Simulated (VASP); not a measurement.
Input of a VASP 6.6.1 run:

Contents of INCAR:

```
PREC = Accurate
ENCUT = 600
EDIFF = 1E-6
ISMEAR = 0
SIGMA = 0.1
LREAL = False
LASPH = True
NELM = 60
ALGO = Normal
ISIF = 3
LWAVE = False
LCHARG = False
GGA = PE
IBRION = 2
NSW = 90
EDIFFG = -0.04
```

The input KPOINTS:

```
Automatic mesh
0
Gamma
  4 4 6
```

POSCAR

```
Mg2Si3N
1.0
    3.2968648625     -4.6530695427      0.0000000000
    3.2968648625      4.6530695427      0.0000000000
    0.0000000000      0.0000000000      3.6699878182
Mg Si N
2 3 1
Direct
    0.0000000000      0.5000000000      0.5000000000
    0.5000000000      0.0000000000      0.5000000000
    0.7446936151      0.7446936151      0.0000000000
    0.2553063849      0.2553063849      0.0000000000
    0.5000000000      0.5000000000      0.5000000000
    0.0000000000      0.0000000000      0.0000000000
```

Potentials or basis: VASP PAW PBE potentials, release 64 (Mg, Si, N).

The run is started by

```bash
$ cat potpaw_PBE.64/Mg/POTCAR potpaw_PBE.64/Si/POTCAR potpaw_PBE.64/N/POTCAR > POTCAR
$ mpirun -np 1 vasp_std > vasp.out
```

**Question.** Estimate the relaxed volume.

**Answer.** 18.61 Å³/atom.

**Question.** Predict the relaxed cell.

**Answer.** a = 5.628 Å, b = 5.628 Å, c = 3.724 Å, α = 90.00°, β = 90.00°, γ = 108.73°.

Forces in eV/Å, atoms in the order of the input:
```
Mg   0.000  0.000  0.000
Mg   0.000  0.000  0.000
Si  -0.010  0.000  0.000
Si   0.010  0.000  0.000
Si   0.000  0.000  0.000
N    0.000  0.000  0.000
```
